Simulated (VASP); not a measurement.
# Ti4Se (F-43m) in VASP: a series of runs

Ti4Se is run at these levels: PBE; tasks: single point, relaxation of cell and atoms.

All numbers are computed with VASP 6.6.1; they aren't measurements. Logs are shortened: lines on timing, memory, paths and dates and some standing lists are left out, and cuts for length are marked.

## 1. The cell of the first run

The structure is cubic, space group F-43m (No. 216). The conventional cell has a = 7.166 Å, b = 7.166 Å, c = 7.166 Å, α = 90.00°, β = 90.00°, γ = 90.00°. Within 3.2 Å of Ti (site symmetry 3m) lie 6 Ti at 2.40 to 2.66 Å and 3 Se at 2.96 Å. Se (site symmetry -43m) has 12 Ti at 2.96 Å within 3.9 Å.

## 2. Single point, PBE, collinear spin, ferromagnetic start

Contents of INCAR:

```
SYSTEM = Ti4Se
PREC = Accurate
ENCUT = 520
EDIFF = 1E-7
ISMEAR = 0
SIGMA = 0.1
LREAL = .FALSE.
LASPH = .TRUE.
NELM = 150
ALGO = Normal
ISIF = 2
LWAVE = .FALSE.
LCHARG = .TRUE.
ISPIN = 2
MAGMOM = 1 1 1 1 0
LORBIT = 11
LMAXMIX = 4
GGA = PE
LELF = .TRUE.
LVHAR = .TRUE.
NBANDS = 39
```

Contents of KPOINTS:

```
regular mesh
0
G
  4 4 4
  0 0 0
```

Contents of POSCAR:

```
Ti4Se
1.0
    0.0000000000      3.5828429600      3.5828429600
    3.5828429600      0.0000000000      3.5828429600
    3.5828429600      3.5828429600      0.0000000000
Ti Se
4 1
Direct
    0.6314648800      0.6314648800      0.6314648800
    0.6314648800      0.6314648800      0.1056053700
    0.6314648800      0.1056053700      0.6314648800
    0.1056053700      0.6314648800      0.6314648800
    0.0000000000      0.0000000000      0.0000000000
```

Potentials or basis: VASP PAW PBE potentials, release 64 (Ti_sv, Se).

On the command line:

```
$ cat potpaw_PBE.64/Ti_sv/POTCAR potpaw_PBE.64/Se/POTCAR > POTCAR
$ mpirun -np 1 vasp_std > vasp.out
```

OUTCAR:

```text
SYSTEM = Ti4Se
   PREC = Accurate
   ENCUT = 520
   EDIFF = 1E-7
   ISMEAR = 0
   LREAL = .FALSE.
   LASPH = .TRUE.
   NELM = 150
   ISIF = 2
   ISPIN = 2
   LORBIT = 11
   GGA = PE

 ion  position               nearest neighbor table
   1  0.631  0.631  0.631-   2 2.40   3 2.40   4 2.40   2 2.66   3 2.66   4 2.66
   2  0.631  0.631  0.106-   1 2.40   3 2.40   4 2.40   1 2.66   3 2.66   4 2.66
   3  0.631  0.106  0.631-   1 2.40   2 2.40   4 2.40   2 2.66   1 2.66   4 2.66
   4  0.106  0.631  0.631-   1 2.40   2 2.40   3 2.40   1 2.66   2 2.66   3 2.66
   5  0.000  0.000  0.000-

  LATTYP: Found a face centered cubic cell.
 ALAT       =     7.1656859200

  Lattice vectors:

 A1 = (   0.0000000000,   3.5828429600,   3.5828429600)
 A2 = (   3.5828429600,   0.0000000000,   3.5828429600)
 A3 = (   3.5828429600,   3.5828429600,   0.0000000000)

Analysis of symmetry for initial positions (statically):
=====================================================================
 Subroutine PRICEL returns:
 Original cell was already a primitive cell.

 Routine SETGRP: Setting up the symmetry group for a
 face centered cubic supercell.

 Subroutine GETGRP returns: Found 24 space group operations
 (whereof 24 operations were pure point group operations)
 out of a pool of 48 trial point group operations.

The static configuration has the point symmetry T_d .

Analysis of symmetry for dynamics (positions and initial velocities):
=====================================================================
 Subroutine PRICEL returns:
 Original cell was already a primitive cell.

 Routine SETGRP: Setting up the symmetry group for a
 face centered cubic supercell.

 Subroutine GETGRP returns: Found 24 space group operations
 (whereof 24 operations were pure point group operations)
 out of a pool of 48 trial point group operations.

The dynamic configuration has the point symmetry T_d .

Analysis of structural, dynamic, and magnetic symmetry:
=====================================================================
 Subroutine PRICEL returns:
 Original cell was already a primitive cell.

 Routine SETGRP: Setting up the symmetry group for a
 face centered cubic supercell.

 Subroutine GETGRP returns: Found 24 space group operations
 (whereof 24 operations were pure point group operations)
 out of a pool of 48 trial point group operations.

The overall configuration has the point symmetry T_d .

 Subroutine INISYM returns: Found 24 space group operations
 (whereof 24 operations are pure point group operations),
 and found     1 'primitive' translations

----------------------------------------------------------------------------------------

                                     Primitive cell

  volume of cell :      91.9842

  direct lattice vectors                    reciprocal lattice vectors
     0.000000000  3.582842960  3.582842960    -0.139553981  0.139553981  0.139553981
     3.582842960  0.000000000  3.582842960     0.139553981 -0.139553981  0.139553981
     3.582842960  3.582842960  0.000000000     0.139553981  0.139553981 -0.139553981

  length of vectors
     5.066905106  5.066905106  5.066905106     0.241714586  0.241714586  0.241714586

  position of ions in fractional coordinates (direct lattice)
     0.631464880  0.631464880  0.631464880
     0.631464880  0.631464880  0.105605370
     0.631464880  0.105605370  0.631464880
     0.105605370  0.631464880  0.631464880
     0.000000000  0.000000000  0.000000000

  ion indices of the primitive-cell ions
   primitive index   ion index
                 1           1
                 2           2
                 3           3
                 4           4
                 5           5

----------------------------------------------------------------------------------------

 KPOINTS: regular mesh

Automatic generation of k-mesh.
 Grid dimensions read from file:
 generate k-points for:    4    4    4

 Generating k-lattice:

  Cartesian coordinates                     Fractional coordinates (reciprocal lattice)
    -0.034888495  0.034888495  0.034888495     0.250000000  0.000000000  0.000000000
     0.034888495 -0.034888495  0.034888495     0.000000000  0.250000000  0.000000000
     0.034888495  0.034888495 -0.034888495     0.000000000  0.000000000  0.250000000

  Length of vectors
     0.060428647  0.060428647  0.060428647

  Shift w.r.t. Gamma in fractional coordinates (k-lattice)
     0.000000000  0.000000000  0.000000000

 Subroutine IBZKPT returns following result:
 ===========================================

 Found      8 irreducible k-points:

 Following reciprocal coordinates:
            Coordinates               Weight
  0.000000  0.000000  0.000000      1.000000
  0.250000  0.000000  0.000000      8.000000
  0.500000  0.000000  0.000000      4.000000
  0.250000  0.250000  0.000000      6.000000
  0.500000  0.250000  0.000000     24.000000
 -0.250000  0.250000  0.000000     12.000000
  0.500000  0.500000  0.000000      3.000000
 -0.250000  0.500000  0.250000      6.000000
   k-points           NKPTS =      8   k-points in BZ     NKDIM =      8   number of bands    NBANDS=     39
   number of dos      NEDOS =    301   number of ions     NIONS =      5
   total plane-waves  NPLWV =  64000
   dimension x,y,z NGX =    40 NGY =   40 NGZ =   40
   dimension x,y,z NGXF=    80 NGYF=   80 NGZF=   80
   ions per type =               4   1
   NGX,Y,Z   is equivalent  to a cutoff of  13.12, 13.12, 13.12 a.u.
   NGXF,Y,Z  is equivalent  to a cutoff of  26.25, 26.25, 26.25 a.u.
 SYSTEM =  Ti4Se
   PREC   = accura    normal or accurate (medium, high low for compatibility)
   ISTART =      0    job   : 0-new  1-cont  2-samecut
   ICHARG =      2    charge: 1-file 2-atom 10-const
   ISPIN  =      2    spin polarized calculation?
   LNONCOLLINEAR =      F non collinear calculations
   LSORBIT =      F    spin-orbit coupling
   LASPH  =      T    aspherical Exc in radial PAW
   ENCUT  =  520.0 eV  38.22 Ry    6.18 a.u.   9.42  9.42  9.42*2*pi/ulx,y,z
   NELM   =    150;   NELMIN=  2; NELMDL= -5     # of ELM steps
   EDIFF  = 0.1E-06   stopping-criterion for ELM
   LREAL  =      F    real-space projection
   EDIFFG = 0.1E-05   stopping-criterion for IOM
   NSW    =      0    number of steps for IOM
   IBRION =     -1    ionic relax: 0-MD 1-quasi-New 2-CG
   NFREE  =      0    steps in history (QN), initial steepest desc. (CG)
   ISIF   =      2    stress and relaxation
   ISYM   =      2    0-nonsym 1-usesym 2-fastsym
   POTIM  = 0.5000    time-step for ionic-motion
   TEBEG  =    0.0;   TEEND  =   0.0 temperature during run
   PSTRESS=    0.0 pullay stress
   NELECT =      54.0000    total number of electrons
   NUPDOWN=      -1.0000    fix difference up-down
   EMIN   =  10.00;   EMAX   =-10.00  energy-range for DOS
   EFERMI =   0.00;   METHOD = LEGACY
   ISMEAR =     0;   SIGMA  =   0.10  broadening in eV -4-tet -1-fermi 0-gaus
   EFERMI_NEDOS =   21; number of points for ismear=-14 and -15
   IALGO  =     38    algorithm
   IMIX   =      4    mixing-type and parameters
     AMIX     =   0.40;   BMIX     =  1.00
     AMIX_MAG =   1.60;   BMIX_MAG =  1.00
  volume/ion in A,a.u.               =      18.40       124.15
  Fermi-wavevector in a.u.,A,eV,Ry     =   1.370782  2.590402 25.565927  1.879043
  Thomas-Fermi vector in A             =   2.496537
   LORBIT       =     11    0 simple, 1 ext, 2 COOP (PROOUT), +10 PAW based schemes
   GGA     = PE    functional components
   LHFCALC =     F    Hartree Fock is set to
   AEXX    =    0.0000 exact exchange contribution
   IVDW    =     0    specifies the selected vdW correction
   LEPSILON=     F    determine dielectric tensor
   LRPA    =     F    only Hartree local field effects (RPA)
 spin polarized calculation
 Gauss-broadening in eV      SIGMA  =   0.10
  energy-cutoff  :      520.00
  volume of cell :       91.98
 maximum number of plane-waves:      2493
 NGX is ok and might be reduce to    40
   NGX = 19   NGY = 19   NGZ = 19

 number of electron      53.9999996 magnetization      -0.0003062

 number of electron      53.9999996 magnetization       0.0000049

 Free energy of the ion-electron system (eV)
  ---------------------------------------------------
  ext. energy  EPLUGINS =         0.00000000
  ---------------------------------------------------
  free energy    TOTEN  =       -30.70524332 eV

  energy without entropy =      -30.67179927  energy(sigma->0) =      -30.68852130

 E-fermi :   7.7700     XC(G=0): -10.8453

 val. band max:        7.7503990295   @ k =   0.2500   0.0000   0.0000
 cond. band min:       7.8124121633   @ k =   0.5000   0.5000   0.0000
 fundamental gap:      0.0620131337
 Fermi energy:         7.7700206018

 spin component 1

 k-point     1 :       0.0000    0.0000    0.0000
  band No.  band energies     occupation
      1     -48.8286      1.00000
      2     -48.3869      1.00000
      3     -48.3869      1.00000
      4     -48.3869      1.00000
      5     -26.1707      1.00000
      6     -25.4168      1.00000
[... 325 lines left out ...]
     38      11.1360      0.00000
     39      11.4134      0.00000
 Fermi energy:         7.7700206018

 spin component 2

 k-point     1 :       0.0000    0.0000    0.0000
  band No.  band energies     occupation
      1     -48.8286      1.00000
      2     -48.3869      1.00000
      3     -48.3869      1.00000
      4     -48.3869      1.00000
      5     -26.1706      1.00000
      6     -25.4168      1.00000
[... 325 lines left out ...]
     38      11.1360      0.00000
     39      11.4018      0.00000

------------------------ aborting loop because EDIFF is reached ----------------------------------------

  FORCE on cell =-STRESS in cart. coord.  units (eV):
  Direction    XX          YY          ZZ          XY          YZ          ZX
  --------------------------------------------------------------------------------------
  -------------------------------------------------------------------------------------
  Total        5.3369868      5.3369868      5.3369868     -0.0000000     -0.0000000      0.0000000
  in kB       92.9594175     92.9594175     92.9594175     -0.0000000     -0.0000000      0.0000000
  external PRESSURE =      92.9594175 kB  Pullay stress =       0.0000000 kB

 VOLUME and BASIS-vectors are now :
 -----------------------------------------------------------------------------
  energy-cutoff  :      520.00
  volume of cell :       91.98
      direct lattice vectors                 reciprocal lattice vectors
     0.000000000  3.582842960  3.582842960    -0.139553981  0.139553981  0.139553981
     3.582842960  0.000000000  3.582842960     0.139553981 -0.139553981  0.139553981
     3.582842960  3.582842960  0.000000000     0.139553981  0.139553981 -0.139553981

 POSITION                                       TOTAL-FORCE (eV/Angst)
 -----------------------------------------------------------------------------------
      4.52488      4.52488      4.52488        -1.150473     -1.150473     -1.150473
      2.64081      2.64081      4.52488         1.150473      1.150473     -1.150473
      2.64081      4.52488      2.64081         1.150473     -1.150473      1.150473
      4.52488      2.64081      2.64081        -1.150473      1.150473      1.150473
      0.00000      0.00000      0.00000         0.000000      0.000000      0.000000
 -----------------------------------------------------------------------------------
    total drift:                               -0.000143     -0.000143     -0.000143

  FREE ENERGIE OF THE ION-ELECTRON SYSTEM (eV)
  ---------------------------------------------------
  free  energy   TOTEN  =       -30.7052433241 eV

  energy  without entropy=      -30.6717992747  energy(sigma->0) =      -30.68852130

 total charge

# of ion       s       p       d       tot
------------------------------------------
    1        2.258   6.064   2.302  10.624
    2        2.258   6.064   2.302  10.624
    3        2.258   6.064   2.302  10.624
    4        2.258   6.064   2.302  10.624
    5        1.453   2.231   0.075   3.759
--------------------------------------------------
tot         10.486  26.488   9.282  46.256

 magnetization (x)

# of ion       s       p       d       tot
------------------------------------------
    1       -0.000  -0.000  -0.000  -0.000
    2       -0.000  -0.000  -0.000  -0.000
    3       -0.000  -0.000  -0.000  -0.000
    4       -0.000  -0.000  -0.000  -0.000
    5        0.000   0.000   0.000   0.000
--------------------------------------------------
tot         -0.000   0.000   0.000  -0.000
```

Run time: 83 s. Hardware: 1 thread of AMD EPYC 7R13 (Zen 3), shared host; peak memory 0.27 GiB.

Results:

| Property | Result |
| --- | --- |
| Free energy | -30.7052 eV |
| Pressure | 9.3 GPa |
| Largest force | 1.993 eV/Å |
| Band gap on the k mesh | zero (filled and empty bands overlap) |
| Net moment | 0.00 μB per cell |
| Valence electrons inside the program's atomic spheres | Ti 10.62; Se 3.76 |

Forces in eV/Å, atoms in the order of the input:
```
Ti  -1.150 -1.150 -1.150
Ti   1.150  1.150 -1.150
Ti   1.150 -1.150  1.150
Ti  -1.150  1.150  1.150
Se   0.000  0.000  0.000
```

Caveat: the k points lie up to 0.38 Å⁻¹ apart; forces of over 1 eV/Å act on the atoms, so gaps and moduli don't describe the material at rest.

## 3. Single point, PBE, collinear spin, ferromagnetic start

This run uses another cell than the first one, of 20.60 Å³/atom, 1.120 times its volume.

Contents of INCAR:

```
SYSTEM = Ti4Se
PREC = Accurate ; ENCUT = 520
EDIFF = 1E-6 ; ISMEAR = 0
SIGMA = 0.1 ; LREAL = .FALSE.
LASPH = .TRUE. ; NELM = 150
ALGO = Normal ; ISIF = 2
LWAVE = .FALSE. ; LCHARG = .FALSE.
ISPIN = 2 ; MAGMOM = 1 1 1 1 0
LORBIT = 11 ; LMAXMIX = 4
GGA = PE ; NBANDS = 39
```

KPOINTS is that of step 2.

Contents of POSCAR:

```
Ti4Se
1.0
    0.0000000000      3.7204359689      3.7204359689
    3.7204359689      0.0000000000      3.7204359689
    3.7204359689      3.7204359689      0.0000000000
Ti Se
4 1
Direct
    0.6241680852      0.6241680852      0.6241680852
    0.6241680852      0.6241680852      0.1274957444
    0.6241680852      0.1274957444      0.6241680852
    0.1274957444      0.6241680852      0.6241680852
    0.0000000000      0.0000000000      0.0000000000
```

Potentials or basis: VASP PAW PBE potentials, release 64 (Ti_sv, Se).

On the command line:

```
$ cat potpaw_PBE.64/Ti_sv/POTCAR potpaw_PBE.64/Se/POTCAR > POTCAR
$ mpirun -np 1 vasp_std > vasp.out
```

Run time: 77 s. Hardware: 1 thread of AMD EPYC 7R13 (Zen 3), shared host; peak memory 0.27 GiB.

It converged, with:

```
Free energy                                           : -31.3322 eV
Pressure                                              : 0.1 GPa
Largest force                                         : 0.006 eV/Å
Band gap on the k mesh                                : zero (filled and empty bands overlap)
Net moment                                            : 0.00 μB per cell
Valence electrons inside the program's atomic spheres : Ti 10.44; Se 3.71
```

Forces in eV/Å, atoms in the order of the input:
```
Ti  -0.003 -0.003 -0.003
Ti   0.003  0.003 -0.003
Ti   0.003 -0.003  0.003
Ti  -0.003  0.003  0.003
Se   0.000  0.000  0.000
```

Levels at points of the mesh, in eV from the Fermi level:
Spin up:
```csv
k point,band 23,band 24,band 25,band 26,band 27,band 28,band 29,band 30,band 31,band 32
"(0.00, 0.00, 0.00)",-1.77,-1.77,-1.73,-0.58,-0.58,0.39,0.39,0.39,2.54,2.54
"(0.50, 0.00, 0.00)",-1.16,-1.16,-0.35,-0.13,-0.13,0.26,0.56,0.60,0.60,0.81
"(0.50, 0.50, 0.00)",-0.78,-0.61,-0.56,-0.56,-0.27,0.25,0.64,0.70,0.70,0.91
```
Spin down:
| k point | band 24 | band 25 | band 26 | band 27 | band 28 | band 29 | band 30 | band 31 |
| --- | --- | --- | --- | --- | --- | --- | --- | --- |
| (0.00, 0.00, 0.00) | -1.77 | -1.73 | -0.58 | -0.58 | 0.39 | 0.39 | 0.39 | 2.54 |
| (0.50, 0.00, 0.00) | -1.16 | -0.35 | -0.13 | -0.13 | 0.26 | 0.56 | 0.60 | 0.60 |
| (0.50, 0.50, 0.00) | -0.61 | -0.56 | -0.56 | -0.27 | 0.25 | 0.64 | 0.70 | 0.70 |

Caveat: the k points lie up to 0.37 Å⁻¹ apart.

## 4. Single point, PBE

This run uses another cell than the first one, of 20.89 Å³/atom, 1.135 times its volume.

Contents of INCAR:

```
SYSTEM = Ti4Se
PREC = Accurate
ENCUT = 520
EDIFF = 1E-7
ISMEAR = 0
SIGMA = 0.1
LREAL = .FALSE.
LASPH = .TRUE.
NELM = 100
ALGO = Normal
ISIF = 2
LWAVE = .FALSE.
LCHARG = .FALSE.
GGA = PE
NBANDS = 35
```

Contents of KPOINTS:

```
Automatic mesh
0
G
  10 10 10
  0 0 0
```

Contents of POSCAR:

```
Ti4Se
1.0
    0.0000000000      3.7377255009      3.7377255009
    3.7377255009      0.0000000000      3.7377255009
    3.7377255009      3.7377255009      0.0000000000
Ti Se
4 1
Direct
    0.3756305322      0.8731084035      0.3756305322
    0.3756305322      0.3756305322      0.3756305322
    0.8731084035      0.3756305322      0.3756305322
    0.3756305322      0.3756305322      0.8731084035
    0.0000000000      0.0000000000      0.0000000000
```

On the command line:

```
$ cat potpaw_PBE.64/Ti_sv/POTCAR potpaw_PBE.64/Se/POTCAR > POTCAR
$ mpirun -np 1 vasp_std > vasp.out
```

Run time: 2.7 min. Hardware: 1 thread of AMD EPYC 7R13 (Zen 3), shared host; peak memory 0.29 GiB.

It converged, with:

- Free energy: -31.3105 eV
- Pressure: -0.1 GPa
- Largest force: 0.006 eV/Å
- Band gap on the k mesh: zero (band 27 reaches 6.62 eV, above the bottom of band 28 at 6.41 eV)

Forces on the atoms (eV/Å):
```
Ti   0.003 -0.003  0.003
Ti  -0.003 -0.003 -0.003
Ti  -0.003  0.003  0.003
Ti   0.003  0.003 -0.003
Se   0.000  0.000  0.000
```

Levels at points of the mesh, in eV from the Fermi level:
```csv
k point,band 25,band 26,band 27,band 28,band 29,band 30
"(0.00, 0.00, 0.00)",-1.70,-0.57,-0.57,0.39,0.39,0.39
"(0.50, 0.00, 0.00)",-0.36,-0.13,-0.13,0.25,0.54,0.60
"(0.50, 0.50, 0.00)",-0.54,-0.54,-0.25,0.25,0.64,0.69
```

(Continued in part 2 of 2.)
